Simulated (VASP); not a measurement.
Write the native input for VASP 6.6.1 that does the following.

```
Task                   : single point
Functional             : PBE
Potentials or basis    : VASP PAW PBE potentials, release 64 (In_d, C)
Cutoff                 : 520 eV
k mesh                 : 4 × 4 × 8
Occupations            : gaussian, width 0.1 eV
Spin                   : no spin polarisation
Dipole correction      : no
Further INCAR settings : ALGO = Normal; EDIFF = 1e-06; NBANDS = 30
```

The structure of InC2 lies in POSCAR:

```
InC2
1.0
    5.4237645810      0.0000000000      0.0000000000
    0.0000000000      5.4237645810      0.0000000000
    0.0000000000      0.0000000000      3.8467236286
In C
2 4
Direct
    0.5000000000      0.5000000000      0.0000000000
    0.0000000000      0.0000000000      0.0000000000
    0.9167838770      0.5832161230      0.0000000000
    0.0832161230      0.4167838770      0.0000000000
    0.5832161230      0.0832161230      0.0000000000
    0.4167838770      0.9167838770      0.0000000000
```

The cell was built from a structure type or drawn by symmetry, and may not be a known phase.

These files were run (other wordings do the same):

INCAR

```
SYSTEM = InC2
PREC = Accurate
ENCUT = 520
EDIFF = 1E-6
ISMEAR = 0
SIGMA = 0.1
LREAL = .FALSE.
LASPH = .TRUE.
NELM = 60
ALGO = Normal
ISIF = 2
LWAVE = .FALSE.
LCHARG = .FALSE.
GGA = PE
NBANDS = 30
```

KPOINTS

```
regular mesh
0
G
  4 4 8
  0 0 0
```

Potentials or basis: VASP PAW PBE potentials, release 64 (In_d, C).

Launch:

```bash
$ cat potpaw_PBE.64/In_d/POTCAR potpaw_PBE.64/C/POTCAR > POTCAR
$ mpirun -np 1 vasp_std > vasp.out
```

It gave:

* Pressure: 0.2 GPa
* Largest force: 0.077 eV/Å
* Band gap on the k mesh: zero (bands 21 and 22 overlap by 1.67 eV)

Caveat: spin-orbit coupling is left out, which moves the levels of the heavy elements.

It took 50 s on 1 thread of Intel(R) Xeon(R) 6975P-C (Granite Rapids), on a shared host, peak memory 0.24 GiB.
